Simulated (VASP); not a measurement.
Write the native input for VASP 6.6.1 that does the following.

- Task: relaxation of cell and atoms
- Functional: PBE
- Potentials or basis: VASP PAW PBE potentials, release 64 (B, As)
- Cutoff: 600 eV
- k mesh: 18 × 18 × 18
- Occupations: gaussian, width 0.1 eV
- Spin: no spin polarisation
- Dipole correction: no
- Further INCAR settings: ALGO = Normal; EDIFF = 1e-06; IBRION = 2; EDIFFG = -0.01; NSW = 100; ISIF = 3

The structure of BAs2 lies in POSCAR:

```
BAs2
1.0
    1.6060884117      0.9272755768      5.9065642249
   -1.6060884117      0.9272755768      5.9065642249
    0.0000000000     -1.8545511536      5.9065642249
B As
1 2
Direct
    0.9998564747      0.9998564747      0.9998564747
    0.2616952937      0.2616952937      0.2616952937
    0.4051482316      0.4051482316      0.4051482316
```

These files were run (other wordings do the same):

INCAR

```
PREC = Accurate
ENCUT = 600
EDIFF = 1E-6
ISMEAR = 0
SIGMA = 0.1
LREAL = F
LASPH = T
NELM = 60
ALGO = Normal
ISIF = 3
LWAVE = F
LCHARG = F
GGA = PE
IBRION = 2
NSW = 100
EDIFFG = -0.01
```

KPOINTS

```
Automatic mesh
0
Gamma
  18 18 18
```

Potentials or basis: VASP PAW PBE potentials, release 64 (B, As).

The run is started by

```console
$ cat potpaw_PBE.64/B/POTCAR potpaw_PBE.64/As/POTCAR > POTCAR
$ mpirun -np 1 vasp_std > vasp.out
```

Results of the run:

```json
{
 "Relaxed volume": "17.46 Å³/atom",
 "Relaxed cell": "a = 6.093 Å, b = 6.093 Å, c = 6.093 Å, α = 30.73°, β = 30.73°, γ = 30.73°",
 "Space group after relaxing (to 0.1 Å)": "R3m (No. 160)",
 "Energy gained by relaxing": "0.9 meV/atom",
 "Ionic steps": "15",
 "Pressure after relaxing": "0.0 GPa",
 "Largest force after relaxing": "0.006 eV/Å",
 "Band gap on the k mesh": "zero (an odd number of electrons rules out a gap without spin polarisation)"
}
```

Caveat: an odd number of electrons without spin polarisation forces a metal; a magnetic or distorted state may lie lower.

Run time: 60 min on 1 thread of Intel(R) Xeon(R) Platinum 8559C (Emerald Rapids), with other jobs on the host, peak memory 0.69 GiB.
